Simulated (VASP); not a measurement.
# Re2C (P6_3/mmc) in VASP: further runs

Re2C is run at these levels: LDA; tasks: single point, relaxation of cell and atoms.

All numbers are computed with VASP 6.6.1; they aren't measurements. Logs are shortened: lines on timing, memory, paths and dates and some standing lists are left out, and cuts for length are marked.

### 1 The cell of the first run

The structure is hexagonal, space group P6_3/mmc (No. 194). The conventional cell has a = 2.822 Å, b = 2.822 Å, c = 9.775 Å, α = 90.00°, β = 90.00°, γ = 120.00°. Re (site symmetry 3m) has 3 C at 2.14 Å and 4 Re at 2.67 to 2.77 Å within 2.8 Å. C (site symmetry -6m2) has 6 Re at 2.14 Å within 2.8 Å.

### 2 Single point, LDA

File INCAR:

```
SYSTEM = Re2C
PREC = Accurate
ENCUT = 520
EDIFF = 1E-7
ISMEAR = -1
SIGMA = 0.15
LREAL = .False.
LASPH = .True.
NELM = 100
ALGO = Normal
ISIF = 2
LWAVE = .False.
LCHARG = .True.
GGA = CA
LELF = .True.
LVHAR = .True.
NBANDS = 27
```

File KPOINTS:

```
regular mesh
0
Gamma
  12 12 4
  0 0 0
```

File POSCAR:

```
Re2C
1.0
    2.8216693592      0.0000000000      0.0000000000
   -1.4108346796      2.4436373461      0.0000000000
    0.0000000000      0.0000000000      9.7752135946
Re C
4 2
Direct
    0.3333333333      0.6666666667      0.6084102244
    0.6666666667      0.3333333333      0.1084102244
    0.6666666667      0.3333333333      0.3915897756
    0.3333333333      0.6666666667      0.8915897756
    0.3333333333      0.6666666667      0.2500000000
    0.6666666667      0.3333333333      0.7500000000
```

Potentials or basis: VASP PAW LDA potentials, release 64 (Re, C).

The run is started by

```sh
cat potpaw_LDA.64/Re/POTCAR potpaw_LDA.64/C/POTCAR > POTCAR
mpirun -np 1 vasp_std > vasp.out
```

OUTCAR:

```text
SYSTEM = Re2C
   PREC = Accurate
   ENCUT = 520
   EDIFF = 1E-7
   ISMEAR = -1
   LREAL = .False.
   LASPH = .True.
   NELM = 100
   ISIF = 2
   GGA = CA

 ion  position               nearest neighbor table
   1  0.333  0.667  0.608-   6 2.14   6 2.14   6 2.14   3 2.67   3 2.67   3 2.67   4 2.77
   2  0.667  0.333  0.108-   5 2.14   5 2.14   5 2.14   4 2.67   4 2.67   4 2.67   3 2.77
   3  0.667  0.333  0.392-   5 2.14   5 2.14   5 2.14   1 2.67   1 2.67   1 2.67   2 2.77
   4  0.333  0.667  0.892-   6 2.14   6 2.14   6 2.14   2 2.67   2 2.67   2 2.67   1 2.77
   5  0.333  0.667  0.250-   2 2.14   3 2.14   2 2.14   3 2.14   2 2.14   3 2.14
   6  0.667  0.333  0.750-   1 2.14   4 2.14   1 2.14   4 2.14   1 2.14   4 2.14

  LATTYP: Found a hexagonal cell.
 ALAT       =     2.8216693592
 C/A-ratio  =     3.4643370113

  Lattice vectors:

 A1 = (   2.8216693592,   0.0000000000,   0.0000000000)
 A2 = (  -1.4108346796,   2.4436373461,   0.0000000000)
 A3 = (   0.0000000000,   0.0000000000,   9.7752135946)

Analysis of symmetry for initial positions (statically):
=====================================================================
 Subroutine PRICEL returns:
 Original cell was already a primitive cell.

 Routine SETGRP: Setting up the symmetry group for a
 hexagonal supercell.

 Subroutine GETGRP returns: Found 24 space group operations
 (whereof 12 operations were pure point group operations)
 out of a pool of 24 trial point group operations.

The static configuration has the point symmetry D_3d.
 The point group associated with its full space group is D_6h.

Analysis of symmetry for dynamics (positions and initial velocities):
=====================================================================
 Subroutine PRICEL returns:
 Original cell was already a primitive cell.

 Routine SETGRP: Setting up the symmetry group for a
 hexagonal supercell.

 Subroutine GETGRP returns: Found 24 space group operations
 (whereof 12 operations were pure point group operations)
 out of a pool of 24 trial point group operations.

The dynamic configuration has the point symmetry D_3d.
 The point group associated with its full space group is D_6h.

 Subroutine INISYM returns: Found 24 space group operations
 (whereof 12 operations are pure point group operations),
 and found     1 'primitive' translations

----------------------------------------------------------------------------------------

                                     Primitive cell

  volume of cell :      67.4014

  direct lattice vectors                    reciprocal lattice vectors
     2.821669359  0.000000000  0.000000000     0.354400134  0.204613013  0.000000000
    -1.410834680  2.443637346  0.000000000     0.000000000  0.409226026  0.000000000
     0.000000000  0.000000000  9.775213595     0.000000000  0.000000000  0.102299555

  length of vectors
     2.821669359  2.821669359  9.775213595     0.409226026  0.409226026  0.102299555

  position of ions in fractional coordinates (direct lattice)
     0.333333333  0.666666667  0.608410224
     0.666666667  0.333333333  0.108410224
     0.666666667  0.333333333  0.391589776
     0.333333333  0.666666667  0.891589776
     0.333333333  0.666666667  0.250000000
     0.666666667  0.333333333  0.750000000

  ion indices of the primitive-cell ions
   primitive index   ion index
                 1           1
                 2           2
                 3           3
                 4           4
                 5           5
                 6           6

----------------------------------------------------------------------------------------

 KPOINTS: regular mesh

Automatic generation of k-mesh.
 Grid dimensions read from file:
 generate k-points for:   12   12    4

 Generating k-lattice:

  Cartesian coordinates                     Fractional coordinates (reciprocal lattice)
     0.029533345  0.017051084  0.000000000     0.083333333  0.000000000  0.000000000
     0.000000000  0.034102169  0.000000000     0.000000000  0.083333333  0.000000000
     0.000000000  0.000000000  0.025574889     0.000000000  0.000000000  0.250000000

  Length of vectors
     0.034102169  0.034102169  0.025574889

  Shift w.r.t. Gamma in fractional coordinates (k-lattice)
     0.000000000  0.000000000  0.000000000

 Subroutine IBZKPT returns following result:
 ===========================================

 Found     57 irreducible k-points:

 Following reciprocal coordinates:
            Coordinates               Weight
  0.000000  0.000000  0.000000      1.000000
  0.083333 -0.000000  0.000000      6.000000
  0.166667 -0.000000  0.000000      6.000000
  0.250000 -0.000000  0.000000      6.000000
  0.333333  0.000000  0.000000      6.000000
  0.416667  0.000000  0.000000      6.000000
[... 16 lines left out ...]
  0.250000 -0.000000  0.250000     12.000000
  0.333333  0.000000  0.250000     12.000000
 [... further k-points ...]
   k-points           NKPTS =     57   k-points in BZ     NKDIM =     57   number of bands    NBANDS=     27
   number of dos      NEDOS =    301   number of ions     NIONS =      6
   total plane-waves  NPLWV =  46080
   dimension x,y,z NGX =    24 NGY =   24 NGZ =   80
   dimension x,y,z NGXF=    48 NGYF=   48 NGZF=  160
   ions per type =               4   2
   NGX,Y,Z   is equivalent  to a cutoff of  14.14, 14.14, 13.61 a.u.
   NGXF,Y,Z  is equivalent  to a cutoff of  28.28, 28.28, 27.21 a.u.
 SYSTEM =  Re2C
   PREC   = accura    normal or accurate (medium, high low for compatibility)
   ISTART =      0    job   : 0-new  1-cont  2-samecut
   ICHARG =      2    charge: 1-file 2-atom 10-const
   ISPIN  =      1    spin polarized calculation?
   LNONCOLLINEAR =      F non collinear calculations
   LSORBIT =      F    spin-orbit coupling
   LASPH  =      T    aspherical Exc in radial PAW
   ENCUT  =  520.0 eV  38.22 Ry    6.18 a.u.   5.25  5.25 18.18*2*pi/ulx,y,z
   NELM   =    100;   NELMIN=  2; NELMDL= -5     # of ELM steps
   EDIFF  = 0.1E-06   stopping-criterion for ELM
   LREAL  =      F    real-space projection
   EDIFFG = 0.1E-05   stopping-criterion for IOM
   NSW    =      0    number of steps for IOM
   IBRION =     -1    ionic relax: 0-MD 1-quasi-New 2-CG
   NFREE  =      0    steps in history (QN), initial steepest desc. (CG)
   ISIF   =      2    stress and relaxation
   ISYM   =      2    0-nonsym 1-usesym 2-fastsym
   POTIM  = 0.5000    time-step for ionic-motion
   TEBEG  =    0.0;   TEEND  =   0.0 temperature during run
   PSTRESS=    0.0 pullay stress
   NELECT =      36.0000    total number of electrons
   NUPDOWN=      -1.0000    fix difference up-down
   EMIN   =  10.00;   EMAX   =-10.00  energy-range for DOS
   EFERMI =   0.00;   METHOD = LEGACY
   ISMEAR =    -1;   SIGMA  =   0.15  broadening in eV -4-tet -1-fermi 0-gaus
   EFERMI_NEDOS =   21; number of points for ismear=-14 and -15
   IALGO  =     38    algorithm
   IMIX   =      4    mixing-type and parameters
     AMIX     =   0.40;   BMIX     =  1.00
     AMIX_MAG =   1.60;   BMIX_MAG =  1.00
  volume/ion in A,a.u.               =      11.23        75.81
  Fermi-wavevector in a.u.,A,eV,Ry     =   1.328269  2.510064 24.004730  1.764298
  Thomas-Fermi vector in A             =   2.457519
   LORBIT       =      0    0 simple, 1 ext, 2 COOP (PROOUT), +10 PAW based schemes
   GGA     = CA    functional components
   LHFCALC =     F    Hartree Fock is set to
   AEXX    =    0.0000 exact exchange contribution
   IVDW    =     0    specifies the selected vdW correction
   LEPSILON=     F    determine dielectric tensor
   LRPA    =     F    only Hartree local field effects (RPA)
 non-spin polarized calculation
  energy-cutoff  :      520.00
  volume of cell :       67.40
 maximum number of plane-waves:      1840
 NGX is ok and might be reduce to    24
   NGX = 11   NGY = 11   NGZ = 37

 number of electron      36.0000000 magnetization

 Free energy of the ion-electron system (eV)
  ---------------------------------------------------
  ext. energy  EPLUGINS =         0.00000000
  ---------------------------------------------------
  free energy    TOTEN  =       -75.90556023 eV

  energy without entropy =      -75.79965368  energy(sigma->0) =      -75.85260695

 E-fermi :   9.1540     XC(G=0): -14.0271

 val. band max:        9.1393623460   @ k =   0.2500   0.2500   0.2500
 cond. band min:       9.2193810150   @ k =   0.2500  -0.0000   0.5000
 fundamental gap:      0.0800186690
 Fermi energy:         9.1539924942

 k-point     1 :       0.0000    0.0000    0.0000
  band No.  band energies     occupation
      1      -5.4487      2.00000
      2      -4.7370      2.00000
      3      -0.6388      2.00000
      4       0.5892      2.00000
      5       2.9651      2.00000
      6       3.7059      2.00000
[... 19 lines left out ...]
     26      11.8195      0.00000
     27      13.4420      0.00000

 k-point     2 :       0.0833   -0.0000    0.0000
  band No.  band energies     occupation
      1      -5.2831      2.00000
      2      -4.6293      2.00000
      3      -0.3701      2.00000
      4       0.8147      2.00000
      5       3.1004      2.00000
      6       3.5231      2.00000
[... 19 lines left out ...]
     26      12.4835      0.00000
     27      13.4539      0.00000

 k-point     3 :       0.1667   -0.0000    0.0000
  band No.  band energies     occupation
      1      -4.8259      2.00000
      2      -4.3358      2.00000
      3       0.3698      2.00000
      4       1.3872      2.00000
      5       2.7226      2.00000
      6       3.5121      2.00000
[... 19 lines left out ...]
     26      13.4905      0.00000
     27      14.1681      0.00000

 k-point     4 :       0.2500   -0.0000    0.0000
  band No.  band energies     occupation
      1      -4.1895      2.00000
      2      -3.9288      2.00000
      3       1.3282      2.00000
      4       1.8027      2.00000
      5       1.9171      2.00000
      6       3.3134      2.00000
[... 19 lines left out ...]
     26      13.7905      0.00000
     27      14.1697      0.00000
[... 516 lines left out ...]
      4       1.1911      2.00000
      5       2.9355      2.00000
      6       3.6093      2.00000
[... 19 lines left out ...]
     26      13.6275      0.00000
     27      13.7175      0.00000

 k-point    23 :       0.2500   -0.0000    0.2500
  band No.  band energies     occupation
      1      -4.1524      2.00000
      2      -3.9681      2.00000
      3       1.3324      2.00000
      4       1.5722      2.00000
      5       2.2446      2.00000
      6       3.1198      2.00000
[... 19 lines left out ...]
     26      13.9266      0.00000
     27      14.1854      0.00000

 k-point    24 :       0.3333    0.0000    0.2500
  band No.  band energies     occupation
      1      -3.5552      2.00000
      2      -3.4768      2.00000
      3       1.0729      2.00000
      4       1.6664      2.00000
      5       2.0732      2.00000
      6       2.4107      2.00000
[... 19 lines left out ...]
     26      13.9298      0.00000
     27      14.7618      0.00000

 [... further k-points ...]
[... 5 lines left out ...]
  --------------------------------------------------------------------------------------
  -------------------------------------------------------------------------------------
  Total        1.3908288      1.3908288      1.5864060     -0.0000000      0.0000000      0.0000000
  in kB       33.0609335     33.0609335     37.7099349     -0.0000000      0.0000000      0.0000000
  external PRESSURE =      34.6106006 kB  Pullay stress =       0.0000000 kB

 VOLUME and BASIS-vectors are now :
 -----------------------------------------------------------------------------
  energy-cutoff  :      520.00
  volume of cell :       67.40
      direct lattice vectors                 reciprocal lattice vectors
     2.821669359  0.000000000  0.000000000     0.354400134  0.204613013  0.000000000
    -1.410834680  2.443637346  0.000000000     0.000000000  0.409226026  0.000000000
     0.000000000  0.000000000  9.775213595     0.000000000  0.000000000  0.102299555

 POSITION                                       TOTAL-FORCE (eV/Angst)
 -----------------------------------------------------------------------------------
     -0.00000      1.62909      5.94734         0.000000     -0.000000     -0.168828
      1.41083      0.81455      1.05973        -0.000000     -0.000000     -0.168828
      1.41083      0.81455      3.82787        -0.000000     -0.000000      0.168828
     -0.00000      1.62909      8.71548        -0.000000     -0.000000      0.168828
     -0.00000      1.62909      2.44380        -0.000000      0.000000      0.000000
      1.41083      0.81455      7.33141         0.000000     -0.000000      0.000000
 -----------------------------------------------------------------------------------
    total drift:                                0.000000     -0.000000      0.000000

  FREE ENERGIE OF THE ION-ELECTRON SYSTEM (eV)
  ---------------------------------------------------
  free  energy   TOTEN  =       -75.9055602260 eV

  energy  without entropy=      -75.7996536837  energy(sigma->0) =      -75.85260695
```

Run time: 1.8 min. Hardware: 1 thread of Intel Xeon Platinum 8488C (Sapphire Rapids), shared host; peak memory 0.22 GiB.

What came out:

- Free energy: -75.9056 eV
- Pressure: 3.5 GPa
- Largest force: 0.169 eV/Å
- Band gap on the k mesh: zero (band 18 reaches 11.07 eV, above the bottom of band 19 at 7.69 eV)

Forces in eV/Å, atoms in the order of the input:
```
Re   0.000  0.000 -0.169
Re   0.000  0.000 -0.169
Re   0.000  0.000  0.169
Re   0.000  0.000  0.169
C    0.000  0.000  0.000
C    0.000  0.000  0.000
```

Stress tensor (GPa, compression positive):
```
3.31 0.00 0.00
0.00 3.31 0.00
0.00 0.00 3.77
```

Caveat: spin-orbit coupling is left out, which moves the levels of the heavy elements.

(Continued in part 2 of 2.)
